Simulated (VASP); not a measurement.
## Ge: relaxation of cell and atoms with RPBE

Crystal: Ge.

```
Ge
1.0
    -2.57449    2.57449    1.39741
     2.57449   -2.57449    1.39741
     2.57449    2.57449   -1.39741
Ge
2
Direct
  0.50000 0.50000 0.00000
  0.25000 0.75000 0.50000
```

* Program: VASP 6.6.1
* Task: relaxation of cell and atoms
* Functional: RPBE
* Potentials or basis: VASP PAW PBE potentials, release 64 (Ge_d)
* Cutoff: 600 eV
* k mesh: 11 × 11 × 11
* Occupations: fermi-dirac, width 0.05 eV
* Spin: no spin polarisation
* Dipole correction: no
* Further INCAR settings: ALGO = Normal; EDIFF = 1e-06; IBRION = 2; EDIFFG = -0.01; NSW = 60; ISIF = 3

The relaxed volume is 19.83 Å³/atom and the relaxed cell is a = 3.993 Å, b = 3.993 Å, c = 3.993 Å, α = 97.32°, β = 97.32°, γ = 138.16°. The space group after relaxing (to 0.05 Å) is I4_1/amd (No. 141), the energy gained by relaxing is 19.4 meV/atom and the ionic steps are 9. The pressure after relaxing is 0.0 GPa and the band gap on the k mesh is zero (band 14 reaches 7.71 eV, above the bottom of band 15 at 3.45 eV).

Step by step:
```csv
step,energy change (eV),largest force (eV/Å),pressure (GPa),volume (Å³)
1,0.0000,0.0000,4.87,37.05
2,-0.0376,0.0000,-0.40,40.15
3,-0.0386,0.0000,-0.27,39.82
4,-0.0388,0.0000,-0.02,39.66
5,-0.0387,0.0000,0.13,39.61
6,-0.0388,0.0000,0.14,39.61
7,-0.0388,0.0000,0.16,39.62
8,-0.0388,0.0000,-0.11,39.69
9,-0.0388,0.0000,0.04,39.66
```

Final structure:
```
CELL_PARAMETERS angstrom
-2.63715 2.63715 1.42552
2.63715 -2.63715 1.42552
2.63715 2.63715 -1.42552
ATOMIC_POSITIONS crystal
Ge 0.50000 0.50000 0.00000
Ge 0.25000 0.75000 0.50000
```

Levels at points of the mesh, in eV from the Fermi level:
```tsv
k point	band 11	band 12	band 13	band 14	band 15	band 16	band 17	band 18
(0.00, 0.00, 0.00)	-12.73	-4.28	-2.17	-2.17	3.39	7.16	7.16	7.74
```

It took 3 min on 1 thread of Intel(R) Xeon(R) 6975P-C (Granite Rapids), with other jobs on the host, peak memory 0.24 GiB.

Caveat: the PAW data sets were made with another functional, which shifts forces and pressure a little.
